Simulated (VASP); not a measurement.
The system is Al2O3.

```
CELL_PARAMETERS angstrom
2.88432 0.00000 0.00000
-1.44216 2.49790 0.00000
0.00000 0.00000 9.33675
ATOMIC_POSITIONS crystal
Al 0.00000 0.00000 0.14999
Al 0.00000 0.00000 0.85001
O 0.33333 0.66667 0.22232
O 0.66667 0.33333 0.00000
O 0.33333 0.66667 0.77768
```

```yaml
Program: VASP 6.6.1
Task: relaxation of cell and atoms
Functional: PBE
Dispersion: D3(BJ)
Potentials_or_basis: VASP PAW PBE potentials, release 64 (Al, O)
Cutoff: 600 eV
k_mesh: 12 × 12 × 4
Occupations: gaussian, width 0.02 eV
Spin: no spin polarisation
```

At the start: pressure -1.9 GPa; volume 13.45 Å³/atom.

**Question.** Where does the relaxation end?

**Answer.** Over 46 steps the energy falls by 25.4 meV/atom and the volume is 10.35 Å³/atom (-23.1 %); space group P-6m2 (No. 187, to 0.1 Å) before and after.

Step by step:
```tsv
step	energy change (eV)	largest force (eV/Å)	pressure (GPa)	volume (Å³)
1	0.0000	0.0676	-1.94	67.27
3	-0.0056	0.1106	-0.01	66.39
5	-0.0062	0.0625	-0.06	66.29
7	-0.0081	0.0606	-0.08	65.98
9	-0.0153	0.0553	-0.08	64.59
11	-0.0379	0.2574	0.55	59.14
13	-0.0523	0.1806	2.20	56.95
15	-0.0660	0.2362	3.61	53.27
17	-0.0663	0.2377	3.59	53.23
19	-0.0676	0.2500	3.52	53.07
21	-0.0720	0.3012	3.28	52.41
23	-0.0784	0.3678	2.85	51.56
25	-0.1011	0.3268	1.45	51.82
27	-0.1125	0.1701	-3.74	52.84
29	-0.1253	0.1376	-1.15	52.30
31	-0.1270	0.0426	-0.16	52.06
33	-0.1271	0.0117	0.00	51.99
35	-0.1271	0.0123	-0.02	52.00
37	-0.1271	0.0081	-0.04	51.99
39	-0.1271	0.0148	-0.09	51.97
41	-0.1272	0.0049	-0.01	51.93
43	-0.1272	0.0082	0.08	51.88
45	-0.1272	0.0065	0.06	51.82
46	-0.1272	0.0033	0.03	51.74
```

Final structure:
```cif
data_structure
_symmetry_space_group_name_H-M 'P 1'
_symmetry_Int_Tables_number 1
_cell_length_a 2.8673
_cell_length_b 2.8673
_cell_length_c 7.2668
_cell_angle_alpha 90.000
_cell_angle_beta 90.000
_cell_angle_gamma 120.000
_cell_volume 51.74
loop_
_atom_site_label
_atom_site_type_symbol
_atom_site_fract_x
_atom_site_fract_y
_atom_site_fract_z
_atom_site_occupancy
Al1 Al 0.00000 0.00000 0.19151 1
Al2 Al 0.00000 0.00000 0.80849 1
O1 O 0.33333 0.66667 0.28491 1
O2 O 0.66667 0.33333 0.00000 1
O3 O 0.33333 0.66667 0.71509 1
```

Caveat: the volume moved by over 15 % at a fixed basis, so the end points are rough.
